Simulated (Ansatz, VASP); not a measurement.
**MgS: VASP beside Ansatz**

The input POSCAR:

```
MgS
1.0
    4.3380744687      0.0000000000      0.0000000000
   -2.1690372343      3.7568826934      0.0000000000
    0.0000000000      0.0000000000      5.3374221164
Mg S
2 2
Direct
    0.3333333333      0.6666666667      0.2500000000
    0.6666666667      0.3333333333      0.7500000000
    0.6666666667      0.3333333333      0.2500000000
    0.3333333333      0.6666666667      0.7500000000
```

File INCAR.step1:

```
  ALGO = Normal
  EDIFF = 1E-4
  ENCUT = 520
  GGA = PE
  ISMEAR = 0
  LASPH = T
  LCHARG = F
  LREAL = F
  LWAVE = T
  NBANDS = 16
  NELM = 100
  PREC = Accurate
  SIGMA = 0.01
```

The input INCAR.step2:

```
  ALGO = Normal
  EDIFF = 1E-6
  ENCUT = 520
  ISIF = 2
  ISMEAR = 0
  ISTART = 1
  LASPH = T
  LCHARG = T
  LELF = T
  LMIXTAU = T
  LREAL = F
  LVHAR = T
  LWAVE = F
  METAGGA = R2SCAN
  NBANDS = 16
  NELM = 100
  PREC = Accurate
  SIGMA = 0.01
```

File KPOINTS:

```
k-points
0
Gamma
  6 6 4
```

Input for Ansatz:

```yaml
crystal:
  lattice:
    - [4.3380744687, 0.0, 0.0]
    - [-2.1690372343, 3.7568826934, 0.0]
    - [0.0, 0.0, 5.3374221164]
  atoms:
    - { symbol: Mg, position: [0.3333333333, 0.6666666667, 0.25] }
    - { symbol: Mg, position: [0.6666666667, 0.3333333333, 0.75] }
    - { symbol: S, position: [0.6666666667, 0.3333333333, 0.25] }
    - { symbol: S, position: [0.3333333333, 0.6666666667, 0.75] }
kpoints:
  mp_grid: { grid: [6, 6, 4] }
hamiltonian:
  xc: r2scan
scf:
  occupations: { method: fixed }
  n_extra_bands: 5
output:
  forces: true
  stress: true
  eigenvalues: true
```

Alike in both runs: task single point; functional r2SCAN; k mesh 6 × 6 × 4; no spin polarisation.

```csv
,VASP,Ansatz
version,VASP 6.6.1,Ansatz 0.2.0
potentials or method,"VASP PAW PBE potentials, release 64 (Mg, S)","plane waves, PAW"
plane-wave cutoff (eV),520,500
occupations,"gaussian, width 0.01 eV",fixed
valence electrons in the cell,16,32
```

|  | VASP | Ansatz | Ansatz less VASP |
| --- | --- | --- | --- |
| gap on the k mesh at the Fermi level (eV) | 3.50 | 3.51 | +0.013 |
| pressure (GPa) | -2.1 | -1.8 | +0.34 |
| traceless stress, the component that is largest in VASP (GPa) | 0.13 | 0.11 | -0.017 |

VASP's potentials were made for PBE, not for r2SCAN. VASP's potentials hold 16 valence electrons a cell and Ansatz's 32, so a difference there can come from the potentials and not from the codes.
